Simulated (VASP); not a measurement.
Here is a VASP 6.6.1 calculation.

Contents of INCAR:

```
SYSTEM = TiO
PREC = Accurate ; ENCUT = 520
EDIFF = 1E-6 ; ISMEAR = 0
SIGMA = 0.1 ; LREAL = .False.
LASPH = .True. ; NELM = 60
ALGO = Normal ; ISIF = 2
LWAVE = .False. ; LCHARG = .False.
GGA = PS ; NBANDS = 16
```

KPOINTS

```
regular mesh
0
Gamma
  9 9 7
  0 0 0
```

File POSCAR:

```
TiO
1.0
    3.0309987015      0.0000000000      0.0000000000
   -1.5154993507      2.6249218743      0.0000000000
    0.0000000000      0.0000000000      3.2377000000
Ti O
1 1
Direct
    0.6666666667      0.3333333333      0.0000000000
    0.0000000000      0.0000000000      0.5000000000
```

Potentials or basis: VASP PAW PBE potentials, release 64 (Ti_sv, O).

Command:

```console
$ cat potpaw_PBE.64/Ti_sv/POTCAR potpaw_PBE.64/O/POTCAR > POTCAR
$ mpirun -np 1 vasp_std > vasp.out
```

Task: What does it give for the band gap on the k mesh?

Result: 0.13 eV, direct.

Task: What does it give for the pressure?

Result: -40.3 GPa.

Stress tensor (GPa, compression positive):
```
-33.59   0.00   0.00
  0.00 -33.59   0.00
  0.00   0.00 -53.61
```

Caveat: the PAW data sets were made with another functional, which shifts forces and pressure a little. A k mesh can miss the band edges.
